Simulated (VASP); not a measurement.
**La2O3: single point with LDA**

La2O3:

```
CELL_PARAMETERS angstrom
6.40972 0.00000 0.00000
-3.20486 5.55098 0.00000
0.00000 0.00000 3.37503
ATOMIC_POSITIONS crystal
La 0.33333 0.66667 0.50000
La 0.66667 0.33333 0.50000
O 0.49199 0.49199 0.00000
O 0.00000 0.50801 0.00000
O 0.50801 0.00000 0.00000
```

```json
{
 "Program": "VASP 6.6.1",
 "Task": "single point",
 "Functional": "LDA",
 "Potentials or basis": "VASP PAW LDA potentials, release 64 (La, O)",
 "Cutoff": "520 eV",
 "k mesh": "6 × 6 × 6",
 "Occupations": "gaussian, width 0.01 eV",
 "Spin": "no spin polarisation",
 "Dipole correction": "no",
 "Further INCAR settings": "ALGO = Normal; EDIFF = 1e-07; NBANDS = 28"
}
```

```
Pressure               : -8.7 GPa
Largest force          : 0.102 eV/Å
Band gap on the k mesh : 1.70 eV (least direct gap 2.03 eV)
```

Forces in eV/Å, atoms in the order of the input:
```
La   0.000  0.000  0.000
La   0.000  0.000  0.000
O    0.051  0.088  0.000
O    0.051 -0.088  0.000
O   -0.102  0.000  0.000
```

Stress tensor (GPa, compression positive):
```
 -6.22   0.00   0.00
  0.00  -6.22   0.00
  0.00   0.00 -13.63
```

Levels at points of the mesh, in eV from the valence-band top:
| k point | band 17 | band 18 | band 19 | band 20 | band 21 | band 22 | band 23 | band 24 |
| --- | --- | --- | --- | --- | --- | --- | --- | --- |
| (0.00, 0.00, 0.00) | -0.77 | -0.77 | -0.37 | -0.33 | 1.70 | 3.46 | 3.88 | 3.88 |
| (0.50, 0.00, 0.00) | -1.27 | -0.88 | -0.81 | -0.71 | 2.76 | 3.50 | 4.08 | 4.15 |
| (0.00, 0.00, 0.50) | -0.82 | -0.82 | -0.01 | 0.00 | 4.09 | 4.12 | 4.15 | 4.25 |
| (0.50, 0.00, 0.50) | -1.37 | -1.00 | -0.47 | -0.34 | 4.15 | 4.19 | 4.20 | 4.22 |

Run time: 2.7 min on 1 thread of Intel Xeon 8259CL, with other jobs on the host, peak memory 0.26 GiB.

Caveat: the stress differs along the axes, from -14 to -6 GPa; spin-orbit coupling is left out, which moves the levels of the heavy elements. A k mesh can miss the band edges.
